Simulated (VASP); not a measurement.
# ZnO: single point with PBE

The system is ZnO.

```
CELL_PARAMETERS angstrom
2.68852 0.00000 0.00000
0.00000 2.68852 0.00000
0.00000 0.00000 2.68852
ATOMIC_POSITIONS crystal
Zn 0.00000 0.00000 0.00000
O 0.50000 0.50000 0.50000
```

- Program: VASP 6.6.1
- Task: single point
- Functional: PBE
- Potentials or basis: VASP PAW PBE potentials, release 64 (Zn, O)
- Cutoff: 520 eV
- k mesh: 6 × 6 × 6
- Occupations: gaussian, width 0.1 eV
- Spin: collinear spin, ferromagnetic start
- Starting moments: [0.0, 1.0] μB

```
Pressure                                              : 0.7 GPa
Band gap on the k mesh                                : zero (filled and empty bands overlap)
Net moment                                            : 0.00 μB per cell
Valence electrons inside the program's atomic spheres : Zn 10.60; O 4.93
```

Levels at points of the mesh, in eV from the Fermi level:
Spin up:
| k point | band 6 | band 7 | band 8 | band 9 | band 10 | band 11 | band 12 | band 13 |
| --- | --- | --- | --- | --- | --- | --- | --- | --- |
| (0.00, 0.00, 0.00) | -5.45 | -1.28 | -1.28 | -1.28 | -0.95 | 14.03 | 14.03 | 17.25 |
| (0.50, 0.00, 0.00) | -5.41 | -4.60 | -0.09 | -0.09 | 4.96 | 6.36 | 15.51 | 15.51 |
| (0.50, 0.50, 0.00) | -5.20 | -4.91 | -4.91 | -0.24 | 2.50 | 9.95 | 9.95 | 15.62 |
| (0.50, 0.50, 0.50) | -5.18 | -1.49 | -1.49 | -1.49 | 5.41 | 5.41 | 5.41 | 9.20 |
Spin down:
```
           k point  band 5  band 6  band 7  band 8  band 9  band 10  band 11  band 12  band 13  band 14
(0.00, 0.00, 0.00)   -5.45   -5.45   -1.28   -1.28   -1.28    -0.95    14.03    14.03    17.25    17.25
(0.50, 0.00, 0.00)   -6.03   -5.41   -4.60   -0.09   -0.09     4.96     6.37    15.51    15.51    17.15
(0.50, 0.50, 0.00)   -5.66   -5.20   -4.91   -4.91   -0.24     2.50     9.95     9.95    15.62    20.84
(0.50, 0.50, 0.50)   -5.18   -5.18   -1.49   -1.49   -1.49     5.41     5.41     5.41     9.20    20.58
```

Wall time 12 s on 1 thread of Intel Xeon 6975P-C, on a shared host, peak memory 0.14 GiB.

Caveat: the k points lie up to 0.39 Å⁻¹ apart.
